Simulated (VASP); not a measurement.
# Si: relaxation of cell and atoms with r2SCAN

Si:

```xyz
1
Lattice="2.5246 0.0000 0.0000 0.0000 2.5246 0.0000 0.0000 0.0000 2.5246" Properties=species:S:1:pos:R:3 pbc="T T T"
Si    1.2623    1.2623    1.2623
```

This isn't the form of Si at room conditions, which is diamond.

* Program: VASP 6.6.1
* Task: relaxation of cell and atoms
* Functional: r2SCAN
* Potentials or basis: VASP PAW PBE potentials, release 64 (Si)
* Cutoff: 600 eV
* k mesh: 22 × 22 × 22
* Occupations: gaussian, width 0.1 eV
* Spin: no spin polarisation
* Dipole correction: no
* Further INCAR settings: ALGO = Normal; EDIFF = 1e-06; IBRION = 2; EDIFFG = -0.01; NSW = 100; ISIF = 3

The pressure after relaxing is 0.0 GPa and the band gap on the k mesh is zero (bands 2 and 3 overlap by 10.95 eV).

Final structure:
```cif
data_structure
_symmetry_space_group_name_H-M 'P 1'
_symmetry_Int_Tables_number 1
_cell_length_a 2.5246
_cell_length_b 2.5246
_cell_length_c 2.5246
_cell_angle_alpha 90.000
_cell_angle_beta 90.000
_cell_angle_gamma 90.000
_cell_volume 16.09
loop_
_atom_site_label
_atom_site_type_symbol
_atom_site_fract_x
_atom_site_fract_y
_atom_site_fract_z
_atom_site_occupancy
Si1 Si 0.50000 0.50000 0.50000 1
```

Levels at points of the mesh, in eV from the Fermi level:
```
           k point  band 1  band 2  band 3  band 4  band 5  band 6
(0.00, 0.00, 0.00)  -14.05    7.76    7.76    8.15    8.15    8.15
(0.50, 0.00, 0.00)   -9.15   -7.00   10.54   11.81   11.81   15.41
(0.50, 0.50, 0.00)   -3.60   -3.19   -3.19    1.66   15.41   18.16
(0.50, 0.50, 0.50)    0.47    0.47    0.47    4.17    5.34    5.34
```

Wall time 42 s on 1 thread of AMD EPYC 9R45 96-Core Processor (Zen 5) (shared host), peak memory 0.12 GiB.

Caveat: the PAW data sets were made with another functional, which shifts forces and pressure a little.
